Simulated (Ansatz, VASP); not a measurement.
**One calculation of CdSe, two programs**

```
Cd Se
1.0
     0.00000    3.07027    3.07027
     3.07027    0.00000    3.07027
     3.07027    3.07027    0.00000
Cd Se
1 1
Cartesian
  0.0000 0.0000 0.0000
  4.6054 4.6054 4.6054
```

Alike in both runs: task single point; functional PBE; k mesh 6 × 6 × 6; no spin polarisation.

```csv
,VASP,Ansatz
version,VASP 6.6.1,Ansatz 0.2.0
potentials or method,"VASP PAW PBE potentials, release 64 (Cd, Se), cutoff 520 eV","plane waves, PAW"
occupations,"gaussian, width 0.01 eV",fixed
valence electrons in the cell,18,36
```

|  | VASP | Ansatz | Ansatz less VASP |
| --- | --- | --- | --- |
| pressure (GPa) | 1.6 | 1.3 | -0.28 |

VASP's potentials hold 18 valence electrons a cell and Ansatz's 36, so a difference there can come from the potentials and not from the codes.
